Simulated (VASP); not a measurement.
# Sn (P2_13) in VASP: single point with PBE

Aim: the single point of Sn with PBE.

All numbers are computed with VASP 6.6.1; they aren't measurements. Logs are shortened: lines on timing, memory, paths and dates and some standing lists are left out, and cuts for length are marked.

### Step 1. The cell of the first run

Symmetry: P2_13, No. 198, cubic system. Conventional cell: a = 4.832 Å, b = 4.832 Å, c = 4.832 Å, α = 90.00°, β = 90.00°, γ = 90.00°. Sn (site symmetry 3) has 12 Sn at 3.30 to 3.54 Å within 4.3 Å.

### Step 2. Single point, PBE

Contents of INCAR:

```
SYSTEM = Sn
PREC = Accurate
ENCUT = 520
EDIFF = 1E-7
ISMEAR = 0
SIGMA = 0.1
LREAL = .False.
LASPH = .True.
NELM = 80
ALGO = Fast
ISIF = 2
LWAVE = .False.
LCHARG = .False.
GGA = PE
NBANDS = 36
```

Contents of KPOINTS:

```
Automatic mesh
0
Gamma
  10 10 10
  0 0 0
```

Contents of POSCAR:

```
Sn
1.0
    4.8316245694      0.0000000000      0.0000000000
    0.0000000000      4.8316245694      0.0000000000
    0.0000000000      0.0000000000      4.8316245694
Sn
4
Direct
    0.0175489935      0.0175489935      0.0175489935
    0.4824510065      0.9824510065      0.5175489935
    0.5175489935      0.4824510065      0.9824510065
    0.9824510065      0.5175489935      0.4824510065
```

Potentials or basis: VASP PAW PBE potentials, release 64 (Sn_d).

Command:

```console
> cat potpaw_PBE.64/Sn_d/POTCAR > POTCAR
> mpirun -np 1 vasp_std > vasp.out
```

OUTCAR:

```text
SYSTEM = Sn
   PREC = Accurate
   ENCUT = 520
   EDIFF = 1E-7
   ISMEAR = 0
   LREAL = .False.
   LASPH = .True.
   NELM = 80
   ISIF = 2
   GGA = PE

 ion  position               nearest neighbor table
   1  0.018  0.018  0.018-   2 3.30   3 3.30   4 3.30   2 3.30   4 3.30   3 3.30   4 3.54   4 3.54
                             2 3.54   3 3.54   2 3.54   3 3.54
   2  0.482  0.982  0.518-   1 3.30   3 3.30   4 3.30   1 3.30   3 3.30   4 3.30   1 3.54   3 3.54
                             1 3.54   3 3.54   4 3.54   4 3.54
   3  0.518  0.482  0.982-   1 3.30   2 3.30   4 3.30   4 3.30   2 3.30   1 3.30   2 3.54   1 3.54
                             1 3.54   2 3.54   4 3.54   4 3.54
   4  0.982  0.518  0.482-   1 3.30   2 3.30   3 3.30   3 3.30   1 3.30   2 3.30   3 3.54   1 3.54
                             3 3.54   2 3.54   1 3.54   2 3.54

  LATTYP: Found a simple cubic cell.
 ALAT       =     4.8316245694

  Lattice vectors:

 A1 = (   4.8316245694,   0.0000000000,   0.0000000000)
 A2 = (   0.0000000000,   4.8316245694,   0.0000000000)
 A3 = (   0.0000000000,   0.0000000000,   4.8316245694)

Analysis of symmetry for initial positions (statically):
=====================================================================
 Subroutine PRICEL returns:
 Original cell was already a primitive cell.

 Routine SETGRP: Setting up the symmetry group for a
 simple cubic supercell.

 Subroutine GETGRP returns: Found 12 space group operations
 (whereof  3 operations were pure point group operations)
 out of a pool of 48 trial point group operations.

The static configuration has the point symmetry C_3 .
 The point group associated with its full space group is T   .

Analysis of symmetry for dynamics (positions and initial velocities):
=====================================================================
 Subroutine PRICEL returns:
 Original cell was already a primitive cell.

 Routine SETGRP: Setting up the symmetry group for a
 simple cubic supercell.

 Subroutine GETGRP returns: Found 12 space group operations
 (whereof  3 operations were pure point group operations)
 out of a pool of 48 trial point group operations.

The dynamic configuration has the point symmetry C_3 .
 The point group associated with its full space group is T   .

 Subroutine INISYM returns: Found 12 space group operations
 (whereof  3 operations are pure point group operations),
 and found     1 'primitive' translations

----------------------------------------------------------------------------------------

                                     Primitive cell

  volume of cell :     112.7923

  direct lattice vectors                    reciprocal lattice vectors
     4.831624569  0.000000000  0.000000000     0.206969723  0.000000000  0.000000000
     0.000000000  4.831624569  0.000000000     0.000000000  0.206969723  0.000000000
     0.000000000  0.000000000  4.831624569     0.000000000  0.000000000  0.206969723

  length of vectors
     4.831624569  4.831624569  4.831624569     0.206969723  0.206969723  0.206969723

  position of ions in fractional coordinates (direct lattice)
     0.017548994  0.017548994  0.017548994
     0.482451006  0.982451006  0.517548994
     0.517548994  0.482451006  0.982451006
     0.982451006  0.517548994  0.482451006

  ion indices of the primitive-cell ions
   primitive index   ion index
                 1           1
                 2           2
                 3           3
                 4           4

----------------------------------------------------------------------------------------

 KPOINTS: Automatic mesh

Automatic generation of k-mesh.
 Grid dimensions read from file:
 generate k-points for:   10   10   10

 Generating k-lattice:

  Cartesian coordinates                     Fractional coordinates (reciprocal lattice)
     0.020696972  0.000000000  0.000000000     0.100000000  0.000000000  0.000000000
     0.000000000  0.020696972  0.000000000     0.000000000  0.100000000  0.000000000
     0.000000000  0.000000000  0.020696972     0.000000000  0.000000000  0.100000000

  Length of vectors
     0.020696972  0.020696972  0.020696972

  Shift w.r.t. Gamma in fractional coordinates (k-lattice)
     0.000000000  0.000000000  0.000000000

 Subroutine IBZKPT returns following result:
 ===========================================

 Found     76 irreducible k-points:

 Following reciprocal coordinates:
            Coordinates               Weight
  0.000000  0.000000  0.000000      1.000000
  0.100000  0.000000  0.000000      6.000000
  0.200000  0.000000  0.000000      6.000000
  0.300000  0.000000  0.000000      6.000000
  0.400000  0.000000  0.000000      6.000000
  0.500000  0.000000  0.000000      3.000000
[... 16 lines left out ...]
  0.300000  0.300000  0.000000     12.000000
  0.400000  0.300000  0.000000     12.000000
 [... further k-points ...]
   k-points           NKPTS =     76   k-points in BZ     NKDIM =     76   number of bands    NBANDS=     36
   number of dos      NEDOS =    301   number of ions     NIONS =      4
   total plane-waves  NPLWV =  46656
   dimension x,y,z NGX =    36 NGY =   36 NGZ =   36
   dimension x,y,z NGXF=    72 NGYF=   72 NGZF=   72
   ions per type =               4
   NGX,Y,Z   is equivalent  to a cutoff of  12.39, 12.39, 12.39 a.u.
   NGXF,Y,Z  is equivalent  to a cutoff of  24.77, 24.77, 24.77 a.u.
 SYSTEM =  Sn
   PREC   = accura    normal or accurate (medium, high low for compatibility)
   ISTART =      0    job   : 0-new  1-cont  2-samecut
   ICHARG =      2    charge: 1-file 2-atom 10-const
   ISPIN  =      1    spin polarized calculation?
   LNONCOLLINEAR =      F non collinear calculations
   LSORBIT =      F    spin-orbit coupling
   LASPH  =      T    aspherical Exc in radial PAW
   ENCUT  =  520.0 eV  38.22 Ry    6.18 a.u.   8.98  8.98  8.98*2*pi/ulx,y,z
   NELM   =     80;   NELMIN=  2; NELMDL= -5     # of ELM steps
   EDIFF  = 0.1E-06   stopping-criterion for ELM
   LREAL  =      F    real-space projection
   EDIFFG = 0.1E-05   stopping-criterion for IOM
   NSW    =      0    number of steps for IOM
   IBRION =     -1    ionic relax: 0-MD 1-quasi-New 2-CG
   NFREE  =      0    steps in history (QN), initial steepest desc. (CG)
   ISIF   =      2    stress and relaxation
   ISYM   =      2    0-nonsym 1-usesym 2-fastsym
   POTIM  = 0.5000    time-step for ionic-motion
   TEBEG  =    0.0;   TEEND  =   0.0 temperature during run
   PSTRESS=    0.0 pullay stress
   NELECT =      56.0000    total number of electrons
   NUPDOWN=      -1.0000    fix difference up-down
   EMIN   =  10.00;   EMAX   =-10.00  energy-range for DOS
   EFERMI =   0.00;   METHOD = LEGACY
   ISMEAR =     0;   SIGMA  =   0.10  broadening in eV -4-tet -1-fermi 0-gaus
   EFERMI_NEDOS =   21; number of points for ismear=-14 and -15
   IALGO  =     68    algorithm
   IMIX   =      4    mixing-type and parameters
     AMIX     =   0.40;   BMIX     =  1.00
     AMIX_MAG =   1.60;   BMIX_MAG =  1.00
  volume/ion in A,a.u.               =      28.20       190.29
  Fermi-wavevector in a.u.,A,eV,Ry     =   1.296316  2.449683 22.863720  1.680436
  Thomas-Fermi vector in A             =   2.427780
   LORBIT       =      0    0 simple, 1 ext, 2 COOP (PROOUT), +10 PAW based schemes
   GGA     = PE    functional components
   LHFCALC =     F    Hartree Fock is set to
   AEXX    =    0.0000 exact exchange contribution
   IVDW    =     0    specifies the selected vdW correction
   LEPSILON=     F    determine dielectric tensor
   LRPA    =     F    only Hartree local field effects (RPA)
 non-spin polarized calculation
 RMM-DIIS sequential band-by-band and
 Gauss-broadening in eV      SIGMA  =   0.10
  energy-cutoff  :      520.00
  volume of cell :      112.79
 maximum number of plane-waves:      3064
   NGX = 17   NGY = 17   NGZ = 17

 number of electron      55.9999996 magnetization

 Free energy of the ion-electron system (eV)
  ---------------------------------------------------
  ext. energy  EPLUGINS =         0.00000000
  ---------------------------------------------------
  free energy    TOTEN  =       -15.13142632 eV

  energy without entropy =      -15.11955696  energy(sigma->0) =      -15.12549164

 E-fermi :   7.7063     XC(G=0): -10.1820

 val. band max:        7.6990766873   @ k =  -0.4000   0.5000   0.0000
 cond. band min:       7.7114329888   @ k =   0.5000   0.4000   0.0000
 fundamental gap:      0.0123563014
 Fermi energy:         7.7062629169

 k-point     1 :       0.0000    0.0000    0.0000
  band No.  band energies     occupation
      1     -13.9275      2.00000
      2     -13.9275      2.00000
      3     -13.9275      2.00000
      4     -13.8752      2.00000
      5     -13.8752      2.00000
      6     -13.8752      2.00000
[... 28 lines left out ...]
     35      12.8543      0.00000
     36      12.8544      0.00000

 k-point     2 :       0.1000    0.0000    0.0000
  band No.  band energies     occupation
      1     -13.9269      2.00000
      2     -13.9224      2.00000
      3     -13.9213      2.00000
      4     -13.8734      2.00000
      5     -13.8725      2.00000
      6     -13.8722      2.00000
[... 28 lines left out ...]
     35      13.2621      0.00000
     36      13.3381      0.00000

 k-point     3 :       0.2000    0.0000    0.0000
  band No.  band energies     occupation
      1     -13.9223      2.00000
      2     -13.9077      2.00000
      3     -13.9060      2.00000
      4     -13.8677      2.00000
      5     -13.8654      2.00000
      6     -13.8640      2.00000
[... 28 lines left out ...]
     35      13.3590      0.00000
     36      13.8760      0.00000

 k-point     4 :       0.3000    0.0000    0.0000
  band No.  band energies     occupation
      1     -13.9146      2.00000
      2     -13.8855      2.00000
      3     -13.8822      2.00000
      4     -13.8672      2.00000
      5     -13.8586      2.00000
      6     -13.8544      2.00000
[... 28 lines left out ...]
     35      13.0333      0.00000
     36      13.1313      0.00000

 k-point     5 :       0.4000    0.0000    0.0000
  band No.  band energies     occupation
      1     -13.9043      2.00000
      2     -13.8804      2.00000
      3     -13.8558      2.00000
      4     -13.8521      2.00000
      5     -13.8481      2.00000
      6     -13.8451      2.00000
[... 655 lines left out ...]
 k-point    22 :      -0.2000    0.5000    0.0000
  band No.  band energies     occupation
      1     -13.8788      2.00000
      2     -13.8788      2.00000
      3     -13.8533      2.00000
      4     -13.8533      2.00000
      5     -13.8311      2.00000
      6     -13.8311      2.00000
[... 28 lines left out ...]
     35      12.4977      0.00000
     36      12.4977      0.00000

 k-point    23 :       0.3000    0.3000    0.0000
  band No.  band energies     occupation
      1     -13.8807      2.00000
      2     -13.8792      2.00000
      3     -13.8714      2.00000
      4     -13.8521      2.00000
      5     -13.8478      2.00000
      6     -13.8419      2.00000
[... 28 lines left out ...]
     35      11.0254      0.00000
     36      13.9352      0.00000

 k-point    24 :       0.4000    0.3000    0.0000
  band No.  band energies     occupation
      1     -13.8713      2.00000
      2     -13.8682      2.00000
      3     -13.8554      2.00000
      4     -13.8513      2.00000
      5     -13.8464      2.00000
      6     -13.8343      2.00000
[... 28 lines left out ...]
     35      11.4376      0.00000
     36      14.0599      0.00000

 [... further k-points ...]
[... 5 lines left out ...]
  --------------------------------------------------------------------------------------
  -------------------------------------------------------------------------------------
  Total       -0.0182393     -0.0182393     -0.0182393      0.0000000      0.0000000     -0.0000000
  in kB       -0.2590831     -0.2590831     -0.2590831      0.0000000      0.0000000     -0.0000000
  external PRESSURE =      -0.2590831 kB  Pullay stress =       0.0000000 kB

 VOLUME and BASIS-vectors are now :
 -----------------------------------------------------------------------------
  energy-cutoff  :      520.00
  volume of cell :      112.79
      direct lattice vectors                 reciprocal lattice vectors
     4.831624569  0.000000000  0.000000000     0.206969723  0.000000000  0.000000000
     0.000000000  4.831624569  0.000000000     0.000000000  0.206969723  0.000000000
     0.000000000  0.000000000  4.831624569     0.000000000  0.000000000  0.206969723

 POSITION                                       TOTAL-FORCE (eV/Angst)
 -----------------------------------------------------------------------------------
      0.08479      0.08479      0.08479        -0.003132     -0.003132     -0.003132
      2.33102      4.74683      2.50060         0.003132      0.003132     -0.003132
      2.50060      2.33102      4.74683        -0.003132      0.003132      0.003132
      4.74683      2.50060      2.33102         0.003132     -0.003132      0.003132
 -----------------------------------------------------------------------------------
    total drift:                               -0.000000     -0.000000     -0.000000

  FREE ENERGIE OF THE ION-ELECTRON SYSTEM (eV)
  ---------------------------------------------------
  free  energy   TOTEN  =       -15.1314263244 eV

  energy  without entropy=      -15.1195569557  energy(sigma->0) =      -15.12549164
```

Wall time 4.6 min (1 thread of Intel Xeon Platinum 8375C at 2.90GHz (Ice Lake), shared host); peak memory 0.34 GiB.

Results:

```
Free energy            : -15.1314 eV
Pressure               : 0.0 GPa
Largest force          : 0.005 eV/Å
Band gap on the k mesh : zero (band 28 reaches 9.64 eV, above the bottom of band 29 at 7.49 eV)
```

Forces in eV/Å, atoms in the order of the input:
```
Sn  -0.003 -0.003 -0.003
Sn   0.003  0.003 -0.003
Sn  -0.003  0.003  0.003
Sn   0.003 -0.003  0.003
```

Levels at points of the mesh, in eV from the Fermi level:
| k point | band 24 | band 25 | band 26 | band 27 | band 28 | band 29 | band 30 | band 31 | band 32 | band 33 |
| --- | --- | --- | --- | --- | --- | --- | --- | --- | --- | --- |
| (0.00, 0.00, 0.00) | -5.04 | -3.36 | -3.36 | -3.36 | 1.93 | 1.93 | 1.93 | 2.03 | 2.03 | 2.12 |
| (0.50, 0.00, 0.00) | -4.59 | -1.78 | -1.78 | -1.70 | -1.70 | -0.05 | -0.05 | 2.98 | 2.98 | 3.86 |
| (0.50, 0.50, 0.00) | -7.40 | -0.83 | -0.83 | -0.56 | -0.56 | -0.22 | -0.22 | 0.42 | 0.42 | 5.03 |
| (0.50, 0.50, 0.50) | -6.80 | -4.40 | -4.40 | -4.40 | -4.40 | 5.58 | 5.58 | 5.58 | 5.58 | 5.60 |

Caveat: spin-orbit coupling is left out, which moves the levels of the heavy elements.
